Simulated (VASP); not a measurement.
Set up this calculation in VASP 6.6.1, as the native input.

```yaml
Task: single point
Functional: PBE
Potentials_or_basis: VASP PAW PBE potentials, release 64 (Ag, I)
Cutoff: 500 eV
k_mesh: 6 × 6 × 4
Occupations: gaussian, width 0.01 eV
Spin: no spin polarisation
Dipole_correction: no
Further_INCAR_settings: ALGO = Normal; EDIFF = 1e-06; NBANDS = 26
```

The structure of AgI lies in POSCAR:

```
AgI
1.0
    4.6856342775      0.0000000000      0.0000000000
   -2.3428171388      4.0578783171      0.0000000000
    0.0000000000      0.0000000000      7.6636880196
Ag I
2 2
Direct
    0.3333333333      0.6666666667      0.0001083644
    0.6666666667      0.3333333333      0.5001083644
    0.3333333333      0.6666666667      0.3748916356
    0.6666666667      0.3333333333      0.8748916356
```

These files were run (other wordings do the same):

INCAR

```
PREC     = Accurate       # precision mode
ENCUT    = 500            # plane-wave cutoff, eV
EDIFF    = 1E-6           # SCF threshold, eV
ISMEAR   = 0              # smearing method
SIGMA    = 0.01           # smearing width, eV
LREAL    = F              # projectors in reciprocal space
LASPH    = T              # aspherical terms in the spheres
NELM     = 120            # most SCF steps
ALGO     = Normal         # electronic algorithm
ISIF     = 2              # what is computed and relaxed
LWAVE    = F              # write WAVECAR
LCHARG   = F              # write CHGCAR
GGA      = PE             # functional
NBANDS   = 26             # bands
GGA_COMPAT= F
```

KPOINTS

```
Automatic mesh
0
Gamma
  6 6 4
```

Potentials or basis: VASP PAW PBE potentials, release 64 (Ag, I).

Launch:

```sh
$ cat potpaw_PBE.64/Ag/POTCAR potpaw_PBE.64/I/POTCAR > POTCAR
$ mpirun -np 1 vasp_std > vasp.out
```

It gave:

The pressure is -0.1 GPa and the band gap on the k mesh is 1.37 eV.

Caveat: spin-orbit coupling is left out, which moves the levels of the heavy elements.

Run time: 54 s on 1 thread of AMD EPYC 9R45 96-Core Processor (Zen 5), with other jobs on the host, peak memory 0.25 GiB.
